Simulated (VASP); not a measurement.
# Ta2Bi2O (P4/mmm) in VASP: notebook

Ta2Bi2O is run at these levels: PBE; tasks: single point.

Everything below comes from runs of VASP 6.6.1. Logs are shortened: lines on timing, memory, paths and dates and some standing lists are left out, and cuts for length are marked.

### Step 1. The cell of the first run

The structure is tetragonal, space group P4/mmm (No. 123). Conventional cell: a = 5.178 Å, b = 5.178 Å, c = 3.860 Å, α = 90.00°, β = 90.00°, γ = 90.00°. Within 4.2 Å of Ta (site symmetry 4/mmm) lie 8 Bi at 3.23 Å and 6 Ta at 3.66 to 3.86 Å and 8 O at 4.14 Å. Within 2.6 Å of Ta (site symmetry 4/mmm) lie 2 O at 1.93 Å. Within 3.4 Å of Bi (site symmetry mmm) lie 2 O at 2.59 Å and 8 Ta at 3.23 Å. O (site symmetry 4/mmm) has 2 Ta at 1.93 Å and 4 Bi at 2.59 Å within 2.6 Å.

The cell was built from a structure type or drawn by symmetry, and may not be a known phase.

### Step 2. Single point, PBE

The input, INCAR:

```
PREC = Accurate
ENCUT = 520
EDIFF = 1E-7
ISMEAR = 0
SIGMA = 0.1
LREAL = F
LASPH = T
NELM = 80
ALGO = Normal
ISIF = 2
LWAVE = F
LCHARG = T
GGA = PE
LELF = T
LVHAR = T
NBANDS = 37
```

The input, KPOINTS:

```
Automatic mesh
0
Gamma
  4 4 4
```

The input, POSCAR:

```
Ta2Bi2O
1.0
    5.1782108490      0.0000000000      0.0000000000
    0.0000000000      5.1782108490      0.0000000000
    0.0000000000      0.0000000000      3.8598540573
Ta Bi O
2 2 1
Direct
    0.5000000000      0.5000000000      0.5000000000
    0.0000000000      0.0000000000      0.5000000000
    0.0000000000      0.5000000000      0.0000000000
    0.5000000000      0.0000000000      0.0000000000
    0.0000000000      0.0000000000      0.0000000000
```

Potentials or basis: VASP PAW PBE potentials, release 64 (Ta_pv, Bi_d, O).

Run with:

```bash
$ cat potpaw_PBE.64/Ta_pv/POTCAR potpaw_PBE.64/Bi_d/POTCAR potpaw_PBE.64/O/POTCAR > POTCAR
$ mpirun -np 1 vasp_std > vasp.out
```

OUTCAR:

```text
PREC = Accurate
   ENCUT = 520
   EDIFF = 1E-7
   ISMEAR = 0
   LREAL = F
   LASPH = T
   NELM = 80
   ISIF = 2
   GGA = PE

 ion  position               nearest neighbor table
   1  0.500  0.500  0.500-   3 3.23   4 3.23   3 3.23   4 3.23   4 3.23   4 3.23   3 3.23   3 3.23

   2  0.000  0.000  0.500-   5 1.93   5 1.93   3 3.23   3 3.23   4 3.23   4 3.23   3 3.23   3 3.23
                             4 3.23   4 3.23
   3  0.000  0.500  0.000-   5 2.59   5 2.59   1 3.23   1 3.23   2 3.23   2 3.23   2 3.23   2 3.23
                             1 3.23   1 3.23   4 3.66   4 3.66   4 3.66   4 3.66
   4  0.500  0.000  0.000-   5 2.59   5 2.59   1 3.23   1 3.23   2 3.23   1 3.23   1 3.23   2 3.23
                             2 3.23   2 3.23   3 3.66   3 3.66   3 3.66   3 3.66
   5  0.000  0.000  0.000-   2 1.93   2 1.93   4 2.59   3 2.59   3 2.59   4 2.59

  LATTYP: Found a simple tetragonal cell.
 ALAT       =     5.1782108490
 C/A-ratio  =     0.7454030301

  Lattice vectors:

 A1 = (   5.1782108490,   0.0000000000,   0.0000000000)
 A2 = (   0.0000000000,   5.1782108490,   0.0000000000)
 A3 = (   0.0000000000,   0.0000000000,   3.8598540573)

Analysis of symmetry for initial positions (statically):
=====================================================================
 Subroutine PRICEL returns:
 Original cell was already a primitive cell.

 Routine SETGRP: Setting up the symmetry group for a
 simple tetragonal supercell.

 Subroutine GETGRP returns: Found 16 space group operations
 (whereof 16 operations were pure point group operations)
 out of a pool of 16 trial point group operations.

The static configuration has the point symmetry D_4h.

Analysis of symmetry for dynamics (positions and initial velocities):
=====================================================================
 Subroutine PRICEL returns:
 Original cell was already a primitive cell.

 Routine SETGRP: Setting up the symmetry group for a
 simple tetragonal supercell.

 Subroutine GETGRP returns: Found 16 space group operations
 (whereof 16 operations were pure point group operations)
 out of a pool of 16 trial point group operations.

The dynamic configuration has the point symmetry D_4h.

 Subroutine INISYM returns: Found 16 space group operations
 (whereof 16 operations are pure point group operations),
 and found     1 'primitive' translations

----------------------------------------------------------------------------------------

                                     Primitive cell

  volume of cell :     103.4976

  direct lattice vectors                    reciprocal lattice vectors
     5.178210849  0.000000000  0.000000000     0.193116895  0.000000000  0.000000000
     0.000000000  5.178210849  0.000000000     0.000000000  0.193116895  0.000000000
     0.000000000  0.000000000  3.859854057     0.000000000  0.000000000  0.259077153

  length of vectors
     5.178210849  5.178210849  3.859854057     0.193116895  0.193116895  0.259077153

  position of ions in fractional coordinates (direct lattice)
     0.500000000  0.500000000  0.500000000
     0.000000000  0.000000000  0.500000000
     0.000000000  0.500000000  0.000000000
     0.500000000  0.000000000  0.000000000
     0.000000000  0.000000000  0.000000000

  ion indices of the primitive-cell ions
   primitive index   ion index
                 1           1
                 2           2
                 3           3
                 4           4
                 5           5

----------------------------------------------------------------------------------------

 KPOINTS: Automatic mesh

Automatic generation of k-mesh.
 Grid dimensions read from file:
 generate k-points for:    4    4    4

 Generating k-lattice:

  Cartesian coordinates                     Fractional coordinates (reciprocal lattice)
     0.048279224  0.000000000  0.000000000     0.250000000  0.000000000  0.000000000
     0.000000000  0.048279224  0.000000000     0.000000000  0.250000000  0.000000000
     0.000000000  0.000000000  0.064769288     0.000000000  0.000000000  0.250000000

  Length of vectors
     0.048279224  0.048279224  0.064769288

  Shift w.r.t. Gamma in fractional coordinates (k-lattice)
     0.000000000  0.000000000  0.000000000

 Subroutine IBZKPT returns following result:
 ===========================================

 Found     18 irreducible k-points:

 Following reciprocal coordinates:
            Coordinates               Weight
  0.000000  0.000000  0.000000      1.000000
  0.250000  0.000000  0.000000      4.000000
  0.500000  0.000000  0.000000      2.000000
  0.250000  0.250000  0.000000      4.000000
  0.500000  0.250000  0.000000      4.000000
  0.500000  0.500000  0.000000      1.000000
[... 10 lines left out ...]
  0.500000  0.250000  0.500000      4.000000
  0.500000  0.500000  0.500000      1.000000
   k-points           NKPTS =     18   k-points in BZ     NKDIM =     18   number of bands    NBANDS=     37
   number of dos      NEDOS =    301   number of ions     NIONS =      5
   total plane-waves  NPLWV =  48000
   dimension x,y,z NGX =    40 NGY =   40 NGZ =   30
   dimension x,y,z NGXF=    80 NGYF=   80 NGZF=   60
   ions per type =               2   2   1
   NGX,Y,Z   is equivalent  to a cutoff of  12.84, 12.84, 12.92 a.u.
   NGXF,Y,Z  is equivalent  to a cutoff of  25.68, 25.68, 25.84 a.u.
 SYSTEM =  unknown system
   PREC   = accura    normal or accurate (medium, high low for compatibility)
   ISTART =      0    job   : 0-new  1-cont  2-samecut
   ICHARG =      2    charge: 1-file 2-atom 10-const
   ISPIN  =      1    spin polarized calculation?
   LNONCOLLINEAR =      F non collinear calculations
   LSORBIT =      F    spin-orbit coupling
   LASPH  =      T    aspherical Exc in radial PAW
   ENCUT  =  520.0 eV  38.22 Ry    6.18 a.u.   9.63  9.63  7.18*2*pi/ulx,y,z
   NELM   =     80;   NELMIN=  2; NELMDL= -5     # of ELM steps
   EDIFF  = 0.1E-06   stopping-criterion for ELM
   LREAL  =      F    real-space projection
   EDIFFG = 0.1E-05   stopping-criterion for IOM
   NSW    =      0    number of steps for IOM
   IBRION =     -1    ionic relax: 0-MD 1-quasi-New 2-CG
   NFREE  =      0    steps in history (QN), initial steepest desc. (CG)
   ISIF   =      2    stress and relaxation
   ISYM   =      2    0-nonsym 1-usesym 2-fastsym
   POTIM  = 0.5000    time-step for ionic-motion
   TEBEG  =    0.0;   TEEND  =   0.0 temperature during run
   PSTRESS=    0.0 pullay stress
   NELECT =      58.0000    total number of electrons
   NUPDOWN=      -1.0000    fix difference up-down
   EMIN   =  10.00;   EMAX   =-10.00  energy-range for DOS
   EFERMI =   0.00;   METHOD = LEGACY
   ISMEAR =     0;   SIGMA  =   0.10  broadening in eV -4-tet -1-fermi 0-gaus
   EFERMI_NEDOS =   21; number of points for ismear=-14 and -15
   IALGO  =     38    algorithm
   IMIX   =      4    mixing-type and parameters
     AMIX     =   0.40;   BMIX     =  1.00
     AMIX_MAG =   1.60;   BMIX_MAG =  1.00
  volume/ion in A,a.u.               =      20.70       139.69
  Fermi-wavevector in a.u.,A,eV,Ry     =   1.349711  2.550584 24.785994  1.821719
  Thomas-Fermi vector in A             =   2.477275
   LORBIT       =      0    0 simple, 1 ext, 2 COOP (PROOUT), +10 PAW based schemes
   GGA     = PE    functional components
   LHFCALC =     F    Hartree Fock is set to
   AEXX    =    0.0000 exact exchange contribution
   IVDW    =     0    specifies the selected vdW correction
   LEPSILON=     F    determine dielectric tensor
   LRPA    =     F    only Hartree local field effects (RPA)
 non-spin polarized calculation
 Gauss-broadening in eV      SIGMA  =   0.10
  energy-cutoff  :      520.00
  volume of cell :      103.50
 maximum number of plane-waves:      2824
 NGX is ok and might be reduce to    40
   NGX = 19   NGY = 19   NGZ = 15

 number of electron      57.9999986 magnetization

 Free energy of the ion-electron system (eV)
  ---------------------------------------------------
  ext. energy  EPLUGINS =         0.00000000
  ---------------------------------------------------
  free energy    TOTEN  =       -35.86749130 eV

  energy without entropy =      -35.84902568  energy(sigma->0) =      -35.85825849

 E-fermi :   7.7859     XC(G=0): -11.3828

 val. band max:        7.7244410647   @ k =   0.0000   0.0000   0.0000
 cond. band min:       7.8233628965   @ k =   0.2500   0.0000   0.2500
 fundamental gap:      0.0989218318
 Fermi energy:         7.7859472075

 k-point     1 :       0.0000    0.0000    0.0000
  band No.  band energies     occupation
      1     -28.0511      2.00000
      2     -27.7547      2.00000
      3     -27.7189      2.00000
      4     -27.7189      2.00000
      5     -27.4832      2.00000
      6     -27.4832      2.00000
[... 29 lines left out ...]
     36       9.8592      0.00000
     37       9.8592      0.00000

 k-point     2 :       0.2500    0.0000    0.0000
  band No.  band energies     occupation
      1     -28.0513      2.00000
      2     -27.7549      2.00000
      3     -27.7181      2.00000
      4     -27.7173      2.00000
      5     -27.4857      2.00000
      6     -27.4848      2.00000
[... 29 lines left out ...]
     36      10.4320      0.00000
     37      10.6823      0.00000

 k-point     3 :       0.5000    0.0000    0.0000
  band No.  band energies     occupation
      1     -28.0514      2.00000
      2     -27.7552      2.00000
      3     -27.7172      2.00000
      4     -27.7157      2.00000
      5     -27.4883      2.00000
      6     -27.4865      2.00000
[... 29 lines left out ...]
     36      10.9996      0.00000
     37      11.4695      0.00000
[... 521 lines left out ...]
 k-point    17 :       0.5000    0.2500    0.5000
  band No.  band energies     occupation
      1     -28.2413      2.00000
      2     -27.7876      2.00000
      3     -27.7156      2.00000
      4     -27.7155      2.00000
      5     -27.4770      2.00000
      6     -27.4769      2.00000
[... 29 lines left out ...]
     36      10.3881      0.00000
     37      10.8613      0.00000

 k-point    18 :       0.5000    0.5000    0.5000
  band No.  band energies     occupation
      1     -28.2407      2.00000
      2     -27.7872      2.00000
      3     -27.7177      2.00000
      4     -27.7177      2.00000
      5     -27.4745      2.00000
      6     -27.4745      2.00000
[... 29 lines left out ...]
     36      10.2370      0.00000
     37      10.3452      0.00000

------------------------ aborting loop because EDIFF is reached ----------------------------------------

  FORCE on cell =-STRESS in cart. coord.  units (eV):
  Direction    XX          YY          ZZ          XY          YZ          ZX
  --------------------------------------------------------------------------------------
  -------------------------------------------------------------------------------------
  Total        0.0580862      0.0580862      0.2938640      0.0000000      0.0000000      0.0000000
  in kB        0.8991938      0.8991938      4.5491118      0.0000000      0.0000000      0.0000000
  external PRESSURE =       2.1158331 kB  Pullay stress =       0.0000000 kB

 VOLUME and BASIS-vectors are now :
 -----------------------------------------------------------------------------
  energy-cutoff  :      520.00
  volume of cell :      103.50
      direct lattice vectors                 reciprocal lattice vectors
     5.178210849  0.000000000  0.000000000     0.193116895  0.000000000  0.000000000
     0.000000000  5.178210849  0.000000000     0.000000000  0.193116895  0.000000000
     0.000000000  0.000000000  3.859854057     0.000000000  0.000000000  0.259077153

 POSITION                                       TOTAL-FORCE (eV/Angst)
 -----------------------------------------------------------------------------------
      2.58911      2.58911      1.92993         0.000000      0.000000      0.000000
      0.00000      0.00000      1.92993         0.000000      0.000000      0.000000
      0.00000      2.58911      0.00000         0.000000      0.000000      0.000000
      2.58911      0.00000      0.00000         0.000000      0.000000      0.000000
      0.00000      0.00000      0.00000         0.000000      0.000000      0.000000
 -----------------------------------------------------------------------------------
    total drift:                               -0.000000      0.000000     -0.000000

  FREE ENERGIE OF THE ION-ELECTRON SYSTEM (eV)
  ---------------------------------------------------
  free  energy   TOTEN  =       -35.8674912954 eV

  energy  without entropy=      -35.8490256789  energy(sigma->0) =      -35.85825849
```

Run time: 37 s. Hardware: 1 thread of Intel Xeon 6975P-C (Granite Rapids), shared host; peak memory 0.24 GiB.

What came out:

```
Free energy            : -35.8675 eV
Pressure               : 0.2 GPa
Band gap on the k mesh : zero (bands 29 and 30 overlap by 1.97 eV)
```

Caveat: the k points lie up to 0.41 Å⁻¹ apart, too coarse for converged energies and pressures of a metal; spin-orbit coupling is left out, which moves the levels of the heavy elements.

### Step 3. Single point, PBE

This run uses another cell than the first one, of 23.74 Å³/atom.

The input, INCAR:

```
ALGO = Normal
EDIFF = 1E-6
ENCUT = 520
GGA = PE
ISIF = 2
ISMEAR = 0
LASPH = True
LCHARG = False
LREAL = False
LWAVE = False
NBANDS = 37
NELM = 60
PREC = Accurate
SIGMA = 0.1
```

The input, KPOINTS:

```
k-points
0
Gamma
  4 4 4
```

Edit POSCAR of step 2 so:

```diff
@@ -2,5 +2,5 @@
 1.0
-    5.1782108490      0.0000000000      0.0000000000
-    0.0000000000      5.1782108490      0.0000000000
-    0.0000000000      0.0000000000      3.8598540573
+    4.3295908900      0.0000000000      0.0000000000
+    0.0000000000      4.3295908900      0.0000000000
+    0.0000000000      0.0000000000      6.3325128000
 Ta Bi O
```

Potentials or basis: VASP PAW PBE potentials, release 64 (Ta_pv, Bi_d, O).

Run with:

```bash
$ cat potpaw_PBE.64/Ta_pv/POTCAR potpaw_PBE.64/Bi_d/POTCAR potpaw_PBE.64/O/POTCAR > POTCAR
$ mpirun -np 1 vasp_std > vasp.out
```

It took 34 s on 1 thread of Intel Xeon 6975P-C (Granite Rapids), shared host; peak memory 0.25 GiB.

It converged, with:

```
Free energy            : -30.2584 eV
Pressure               : 3.7 GPa
Band gap on the k mesh : zero (bands 29 and 30 overlap by 1.20 eV)
```

Stress tensor (GPa, compression positive):
```
 12.98   0.00   0.00
  0.00  12.98   0.00
  0.00   0.00 -14.97
```

Levels at points of the mesh, in eV from the Fermi level:
| k point | band 26 | band 27 | band 28 | band 29 | band 30 | band 31 | band 32 | band 33 |
| --- | --- | --- | --- | --- | --- | --- | --- | --- |
| (0.00, 0.00, 0.00) | -1.67 | -0.67 | -0.67 | -0.25 | 0.12 | 0.12 | 0.77 | 1.48 |
| (0.50, 0.00, 0.00) | -1.34 | -0.81 | -0.55 | -0.02 | 0.09 | 0.42 | 0.47 | 0.60 |
| (0.50, 0.50, 0.00) | -2.01 | -2.01 | -0.55 | 1.01 | 1.01 | 1.02 | 1.52 | 1.59 |
| (0.00, 0.00, 0.50) | -1.34 | -1.00 | -1.00 | 0.93 | 0.93 | 1.26 | 1.56 | 2.27 |
| (0.50, 0.00, 0.50) | -0.42 | -0.18 | -0.13 | 0.03 | 0.03 | 0.07 | 0.49 | 0.68 |
| (0.50, 0.50, 0.50) | -2.09 | -2.09 | -0.82 | -0.82 | -0.19 | -0.04 | 0.93 | 1.54 |

Caveat: the k points lie up to 0.36 Å⁻¹ apart, too coarse for converged energies and pressures of a metal; spin-orbit coupling is left out, which moves the levels of the heavy elements.
